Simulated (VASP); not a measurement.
# Sb (R-3m) in VASP: notebook

The runs below take Sb through single point, with PBE.

All numbers are computed with VASP 6.6.1; they aren't measurements. Logs are shortened: lines on timing, memory, paths and dates and some standing lists are left out, and cuts for length are marked.

## 1. The cell of the first run

It takes space group R-3m (No. 166, trigonal). Conventional cell: a = 4.301 Å, b = 4.301 Å, c = 11.232 Å, α = 90.00°, β = 90.00°, γ = 120.00°. Sb (site symmetry 3m) has 6 Sb at 2.90 to 3.34 Å within 3.8 Å.

## 2. Single point, PBE

Contents of INCAR:

```
PREC = Accurate
ENCUT = 520
EDIFF = 1E-6
ISMEAR = 0
SIGMA = 0.15
LREAL = False
LASPH = True
NELM = 80
ALGO = Normal
ISIF = 2
LWAVE = False
LCHARG = False
GGA = PE
NBANDS = 12
```

Contents of KPOINTS:

```
Automatic mesh
0
Gamma
  12 12 12
```

Contents of POSCAR:

```
Sb
1.0
    2.1506003320      1.2416496806      3.7440000000
   -2.1506003320      1.2416496806      3.7440000000
    0.0000000000     -2.4832993611      3.7440000000
Sb
2
Direct
    0.2336400000      0.2336400000      0.2336400000
    0.7663600000      0.7663600000      0.7663600000
```

Potentials or basis: VASP PAW PBE potentials, release 64 (Sb).

Run with:

```bash
$ cat potpaw_PBE.64/Sb/POTCAR > POTCAR
$ mpirun -np 1 vasp_std > vasp.out
```

OUTCAR:

```text
PREC = Accurate
   ENCUT = 520
   EDIFF = 1E-6
   ISMEAR = 0
   LREAL = False
   LASPH = True
   NELM = 80
   ISIF = 2
   GGA = PE

 ion  position               nearest neighbor table
   1  0.234  0.234  0.234-   2 2.90   2 2.90   2 2.90   2 3.34   2 3.34   2 3.34
   2  0.766  0.766  0.766-   1 2.90   1 2.90   1 2.90   1 3.34   1 3.34   1 3.34

  LATTYP: Found a trigonal (rhomboedric) cell.
 ALAT       =     4.4926953733
 COS(alpha) =     0.5417151843

  Lattice vectors:

 A1 = (   2.1506003320,   1.2416496806,   3.7440000000)
 A2 = (  -2.1506003320,   1.2416496806,   3.7440000000)
 A3 = (   0.0000000000,  -2.4832993611,   3.7440000000)

Analysis of symmetry for initial positions (statically):
=====================================================================
 Subroutine PRICEL returns:
 Original cell was already a primitive cell.

 Routine SETGRP: Setting up the symmetry group for a
 trigonal (rhombohedral) supercell.

 Subroutine GETGRP returns: Found 12 space group operations
 (whereof 12 operations were pure point group operations)
 out of a pool of 12 trial point group operations.

The static configuration has the point symmetry D_3d.

Analysis of symmetry for dynamics (positions and initial velocities):
=====================================================================
 Subroutine PRICEL returns:
 Original cell was already a primitive cell.

 Routine SETGRP: Setting up the symmetry group for a
 trigonal (rhombohedral) supercell.

 Subroutine GETGRP returns: Found 12 space group operations
 (whereof 12 operations were pure point group operations)
 out of a pool of 12 trial point group operations.

The dynamic configuration has the point symmetry D_3d.

 Subroutine INISYM returns: Found 12 space group operations
 (whereof 12 operations are pure point group operations),
 and found     1 'primitive' translations

----------------------------------------------------------------------------------------

                                     Primitive cell

  volume of cell :      59.9854

  direct lattice vectors                    reciprocal lattice vectors
     2.150600332  1.241649681  3.744000000     0.232493222  0.134230024  0.089031339
    -2.150600332  1.241649681  3.744000000    -0.232493222  0.134230024  0.089031339
     0.000000000 -2.483299361  3.744000000     0.000000000 -0.268460048  0.089031339

  length of vectors
     4.492695373  4.492695373  4.492695373     0.282838075  0.282838075  0.282838075

  position of ions in fractional coordinates (direct lattice)
     0.233640000  0.233640000  0.233640000
     0.766360000  0.766360000  0.766360000

  ion indices of the primitive-cell ions
   primitive index   ion index
                 1           1
                 2           2

----------------------------------------------------------------------------------------

 KPOINTS: Automatic mesh

Automatic generation of k-mesh.
 Grid dimensions read from file:
 generate k-points for:   12   12   12

 Generating k-lattice:

  Cartesian coordinates                     Fractional coordinates (reciprocal lattice)
     0.019374435  0.011185835  0.007419278     0.083333333  0.000000000  0.000000000
    -0.019374435  0.011185835  0.007419278     0.000000000  0.083333333  0.000000000
     0.000000000 -0.022371671  0.007419278     0.000000000  0.000000000  0.083333333

  Length of vectors
     0.023569840  0.023569840  0.023569840

  Shift w.r.t. Gamma in fractional coordinates (k-lattice)
     0.000000000  0.000000000  0.000000000

 Subroutine IBZKPT returns following result:
 ===========================================

 Found    189 irreducible k-points:

 Following reciprocal coordinates:
            Coordinates               Weight
  0.000000  0.000000  0.000000      1.000000
  0.083333  0.000000 -0.000000      6.000000
  0.166667  0.000000  0.000000      6.000000
  0.250000  0.000000  0.000000      6.000000
  0.333333  0.000000  0.000000      6.000000
  0.416667  0.000000  0.000000      6.000000
[... 16 lines left out ...]
  0.500000  0.166667  0.000000     12.000000
 -0.416667  0.166667  0.000000     12.000000
 [... further k-points ...]
   k-points           NKPTS =    189   k-points in BZ     NKDIM =    189   number of bands    NBANDS=     12
   number of dos      NEDOS =    301   number of ions     NIONS =      2
   total plane-waves  NPLWV =  46656
   dimension x,y,z NGX =    36 NGY =   36 NGZ =   36
   dimension x,y,z NGXF=    72 NGYF=   72 NGZF=   72
   ions per type =               2
   NGX,Y,Z   is equivalent  to a cutoff of  13.32, 13.32, 13.32 a.u.
   NGXF,Y,Z  is equivalent  to a cutoff of  26.64, 26.64, 26.64 a.u.
 SYSTEM =  unknown system
   PREC   = accura    normal or accurate (medium, high low for compatibility)
   ISTART =      0    job   : 0-new  1-cont  2-samecut
   ICHARG =      2    charge: 1-file 2-atom 10-const
   ISPIN  =      1    spin polarized calculation?
   LNONCOLLINEAR =      F non collinear calculations
   LSORBIT =      F    spin-orbit coupling
   LASPH  =      T    aspherical Exc in radial PAW
   ENCUT  =  520.0 eV  38.22 Ry    6.18 a.u.   8.35  8.35  8.35*2*pi/ulx,y,z
   NELM   =     80;   NELMIN=  2; NELMDL= -5     # of ELM steps
   EDIFF  = 0.1E-05   stopping-criterion for ELM
   LREAL  =      F    real-space projection
   EDIFFG = 0.1E-04   stopping-criterion for IOM
   NSW    =      0    number of steps for IOM
   IBRION =     -1    ionic relax: 0-MD 1-quasi-New 2-CG
   NFREE  =      0    steps in history (QN), initial steepest desc. (CG)
   ISIF   =      2    stress and relaxation
   ISYM   =      2    0-nonsym 1-usesym 2-fastsym
   POTIM  = 0.5000    time-step for ionic-motion
   TEBEG  =    0.0;   TEEND  =   0.0 temperature during run
   PSTRESS=    0.0 pullay stress
   NELECT =      10.0000    total number of electrons
   NUPDOWN=      -1.0000    fix difference up-down
   EMIN   =  10.00;   EMAX   =-10.00  energy-range for DOS
   EFERMI =   0.00;   METHOD = LEGACY
   ISMEAR =     0;   SIGMA  =   0.15  broadening in eV -4-tet -1-fermi 0-gaus
   EFERMI_NEDOS =   21; number of points for ismear=-14 and -15
   IALGO  =     38    algorithm
   IMIX   =      4    mixing-type and parameters
     AMIX     =   0.40;   BMIX     =  1.00
     AMIX_MAG =   1.60;   BMIX_MAG =  1.00
  volume/ion in A,a.u.               =      29.99       202.40
  Fermi-wavevector in a.u.,A,eV,Ry     =   0.901003  1.702649 11.045295  0.811806
  Thomas-Fermi vector in A             =   2.024030
   LORBIT       =      0    0 simple, 1 ext, 2 COOP (PROOUT), +10 PAW based schemes
   GGA     = PE    functional components
   LHFCALC =     F    Hartree Fock is set to
   AEXX    =    0.0000 exact exchange contribution
   IVDW    =     0    specifies the selected vdW correction
   LEPSILON=     F    determine dielectric tensor
   LRPA    =     F    only Hartree local field effects (RPA)
 non-spin polarized calculation
 Gauss-broadening in eV      SIGMA  =   0.15
  energy-cutoff  :      520.00
  volume of cell :       59.99
 maximum number of plane-waves:      1627
 NGX is ok and might be reduce to    36
   NGX = 17   NGY = 17   NGZ = 17

 number of electron      10.0000000 magnetization

 Free energy of the ion-electron system (eV)
  ---------------------------------------------------
  ext. energy  EPLUGINS =         0.00000000
  ---------------------------------------------------
  free energy    TOTEN  =        -8.24394147 eV

  energy without entropy =       -8.24224023  energy(sigma->0) =       -8.24309085

 E-fermi :   7.3646     XC(G=0):  -9.5607

 val. band max:        7.2575011761   @ k =   0.4167   0.3333   0.3333
 cond. band min:       7.4331593863   @ k =   0.4167   0.0833   0.0833
 fundamental gap:      0.1756582102
 Fermi energy:         7.3646211361

 k-point     1 :       0.0000    0.0000    0.0000
  band No.  band energies     occupation
      1      -5.4032      2.00000
      2       2.6223      2.00000
      3       5.3041      2.00000
      4       5.5536      2.00000
      5       5.5536      2.00000
      6       9.4466      0.00000
      7      10.0836      0.00000
      8      10.0836      0.00000
      9      12.4430      0.00000
     10      12.4430      0.00000
     11      12.6173      0.00000
     12      13.9451      0.00000

 k-point     2 :       0.0833    0.0000   -0.0000
  band No.  band energies     occupation
      1      -5.3259      2.00000
      2       2.2568      2.00000
      3       5.3355      2.00000
      4       5.5344      2.00000
      5       5.6959      2.00000
      6       9.4227      0.00000
      7       9.8725      0.00000
      8       9.8983      0.00000
      9      12.0901      0.00000
     10      12.4268      0.00000
     11      12.4430      0.00000
     12      14.5116      0.00000

 k-point     3 :       0.1667    0.0000    0.0000
  band No.  band energies     occupation
      1      -5.0951      2.00000
      2       1.4075      2.00000
      3       5.3431      2.00000
      4       5.4890      2.00000
      5       6.0159      2.00000
      6       9.1635      0.00000
      7       9.3806      0.00000
      8       9.4150      0.00000
      9      11.8942      0.00000
     10      12.4131      0.00000
     11      12.7208      0.00000
     12      15.6795      0.00000
[... 286 lines left out ...]
 k-point    23 :       0.5000    0.1667    0.0000
  band No.  band energies     occupation
      1      -3.1515      2.00000
      2      -1.7759      2.00000
      3       3.7893      2.00000
      4       4.7688      2.00000
      5       5.4638      2.00000
      6       8.8253      0.00000
      7       9.0367      0.00000
      8      10.1738      0.00000
      9      12.9133      0.00000
     10      15.3001      0.00000
     11      16.2033      0.00000
     12      16.4144      0.00000

 k-point    24 :      -0.4167    0.1667    0.0000
  band No.  band energies     occupation
      1      -2.8647      2.00000
      2      -2.1232      2.00000
      3       3.6087      2.00000
      4       5.1018      2.00000
      5       5.6597      2.00000
      6       8.3162      0.00000
      7       8.6713      0.00000
      8      10.4816      0.00000
      9      13.9051      0.00000
     10      14.4327      0.00000
     11      15.0341      0.00000
     12      17.3827      0.00000

 [... further k-points ...]

------------------------ aborting loop because EDIFF is reached ----------------------------------------

  FORCE on cell =-STRESS in cart. coord.  units (eV):
  Direction    XX          YY          ZZ          XY          YZ          ZX
  --------------------------------------------------------------------------------------
  -------------------------------------------------------------------------------------
  Total        1.2613436      1.2613436      1.0558085      0.0000000      0.0000000      0.0000000
  in kB       33.6897748     33.6897748     28.2000488      0.0000000      0.0000000      0.0000000
  external PRESSURE =      31.8598661 kB  Pullay stress =       0.0000000 kB

 VOLUME and BASIS-vectors are now :
 -----------------------------------------------------------------------------
  energy-cutoff  :      520.00
  volume of cell :       59.99
      direct lattice vectors                 reciprocal lattice vectors
     2.150600332  1.241649681  3.744000000     0.232493222  0.134230024  0.089031339
    -2.150600332  1.241649681  3.744000000    -0.232493222  0.134230024  0.089031339
     0.000000000 -2.483299361  3.744000000     0.000000000 -0.268460048  0.089031339

 POSITION                                       TOTAL-FORCE (eV/Angst)
 -----------------------------------------------------------------------------------
      0.00000      0.00000      2.62424         0.000000      0.000000      0.264959
      0.00000      0.00000      8.60776         0.000000     -0.000000     -0.264959
 -----------------------------------------------------------------------------------
    total drift:                                0.000000     -0.000000      0.000000

  FREE ENERGIE OF THE ION-ELECTRON SYSTEM (eV)
  ---------------------------------------------------
  free  energy   TOTEN  =        -8.2439414740 eV

  energy  without entropy=       -8.2422402274  energy(sigma->0) =       -8.24309085
```

Run time: 74 s. Hardware: 1 thread of Intel Xeon Platinum 8488C (Sapphire Rapids), shared host; peak memory 0.28 GiB.

Results:

```
Free energy            : -8.2439 eV
Pressure               : 3.2 GPa
Largest force          : 0.265 eV/Å
Band gap on the k mesh : zero (band 5 reaches 7.45 eV, above the bottom of band 6 at 7.17 eV)
```

Forces on the atoms (eV/Å):
```
Sb   0.000  0.000  0.265
Sb   0.000  0.000 -0.265
```

Levels at points of the mesh, in eV from the Fermi level:
```tsv
k point	band 2	band 3	band 4	band 5	band 6	band 7	band 8	band 9
(0.00, 0.00, 0.00)	-4.74	-2.06	-1.81	-1.81	2.08	2.72	2.72	5.08
(0.50, 0.00, 0.00)	-9.66	-1.95	-1.81	-0.27	-0.20	0.21	0.50	7.61
(0.50, 0.50, 0.00)	-8.00	-5.46	-3.77	-3.69	1.51	5.00	5.56	7.02
(0.50, 0.50, 0.50)	-8.99	-1.33	-1.33	-0.48	0.13	0.13	1.16	7.03
```

Caveat: spin-orbit coupling is left out, which moves the levels of the heavy elements.

## 3. Single point, PBE

Contents of INCAR:

```
PREC = Accurate
ENCUT = 500
EDIFF = 1E-6
ISMEAR = 0
SIGMA = 0.15
LREAL = False
LASPH = True
NELM = 120
ALGO = Normal
ISIF = 2
LWAVE = False
LCHARG = False
GGA = PE
NBANDS = 22
GGA_COMPAT = False
```

KPOINTS is that of step 2.

POSCAR is that of step 2.

Potentials or basis: VASP PAW PBE potentials, release 64 (Sb_d_GW).

Run with:

```bash
$ cat potpaw_PBE.64/Sb_d_GW/POTCAR > POTCAR
$ mpirun -np 1 vasp_std > vasp.out
```

OUTCAR:

```text
PREC = Accurate
   ENCUT = 500
   EDIFF = 1E-6
   ISMEAR = 0
   LREAL = False
   LASPH = True
   NELM = 120
   ISIF = 2
   GGA = PE

 ion  position               nearest neighbor table
   1  0.234  0.234  0.234-   2 2.90   2 2.90   2 2.90   2 3.34   2 3.34   2 3.34
   2  0.766  0.766  0.766-   1 2.90   1 2.90   1 2.90   1 3.34   1 3.34   1 3.34

  LATTYP: Found a trigonal (rhomboedric) cell.
 ALAT       =     4.4926953733
 COS(alpha) =     0.5417151843

  Lattice vectors:

 A1 = (   2.1506003320,   1.2416496806,   3.7440000000)
 A2 = (  -2.1506003320,   1.2416496806,   3.7440000000)
 A3 = (   0.0000000000,  -2.4832993611,   3.7440000000)

Analysis of symmetry for initial positions (statically):
=====================================================================
 Subroutine PRICEL returns:
 Original cell was already a primitive cell.

 Routine SETGRP: Setting up the symmetry group for a
 trigonal (rhombohedral) supercell.

 Subroutine GETGRP returns: Found 12 space group operations
[... 161 lines left out ...]
  ---------------------------------------------------
  free energy    TOTEN  =        -8.27907017 eV

  energy without entropy =       -8.27734575  energy(sigma->0) =       -8.27820796

 E-fermi :   5.4315     XC(G=0):  -9.9291

 val. band max:        5.3386548704   @ k =   0.4167   0.3333   0.3333
 cond. band min:       5.4914472184   @ k =   0.4167   0.0833   0.0833
 fundamental gap:      0.1527923480
 Fermi energy:         5.4314762183

 k-point     1 :       0.0000    0.0000    0.0000
  band No.  band energies     occupation
      1     -24.0332      2.00000
      2     -24.0332      2.00000
      3     -23.9440      2.00000
      4     -23.9440      2.00000
      5     -23.9190      2.00000
      6     -23.8284      2.00000
[... 589 lines left out ...]
     21      13.2459      0.00000
     22      15.6450      0.00000

 [... further k-points ...]

------------------------ aborting loop because EDIFF is reached ----------------------------------------

  FORCE on cell =-STRESS in cart. coord.  units (eV):
  Direction    XX          YY          ZZ          XY          YZ          ZX
  --------------------------------------------------------------------------------------
  -------------------------------------------------------------------------------------
  Total        1.2137743      1.2137743      1.0308652      0.0000000      0.0000000      0.0000000
  in kB       32.4192247     32.4192247     27.5338271      0.0000000      0.0000000      0.0000000
  external PRESSURE =      30.7907588 kB  Pullay stress =       0.0000000 kB

 VOLUME and BASIS-vectors are now :
 -----------------------------------------------------------------------------
  energy-cutoff  :      500.00
  volume of cell :       59.99
      direct lattice vectors                 reciprocal lattice vectors
     2.150600332  1.241649681  3.744000000     0.232493222  0.134230024  0.089031339
    -2.150600332  1.241649681  3.744000000    -0.232493222  0.134230024  0.089031339
     0.000000000 -2.483299361  3.744000000     0.000000000 -0.268460048  0.089031339

 POSITION                                       TOTAL-FORCE (eV/Angst)
 -----------------------------------------------------------------------------------
      0.00000      0.00000      2.62424         0.000000      0.000000      0.221135
      0.00000      0.00000      8.60776         0.000000     -0.000000     -0.221135
 -----------------------------------------------------------------------------------
    total drift:                               -0.000000      0.000000      0.000000

  FREE ENERGIE OF THE ION-ELECTRON SYSTEM (eV)
  ---------------------------------------------------
  free  energy   TOTEN  =        -8.2790701667 eV

  energy  without entropy=       -8.2773457547  energy(sigma->0) =       -8.27820796
```

Wall time 6.1 min (1 thread of AMD EPYC 9R45 (Zen 5), shared host); peak memory 0.33 GiB.

Results:

| Property | Result |
| --- | --- |
| Free energy | -8.2791 eV |
| Pressure | 3.1 GPa |
| Largest force | 0.221 eV/Å |
| Band gap on the k mesh | zero (band 15 reaches 5.51 eV, above the bottom of band 16 at 5.24 eV) |

Forces on the atoms (eV/Å):
```
Sb   0.000  0.000  0.221
Sb   0.000  0.000 -0.221
```

Stress tensor (GPa, compression positive):
```
3.24 0.00 0.00
0.00 3.24 0.00
0.00 0.00 2.75
```

Caveat: spin-orbit coupling is left out, which moves the levels of the heavy elements.
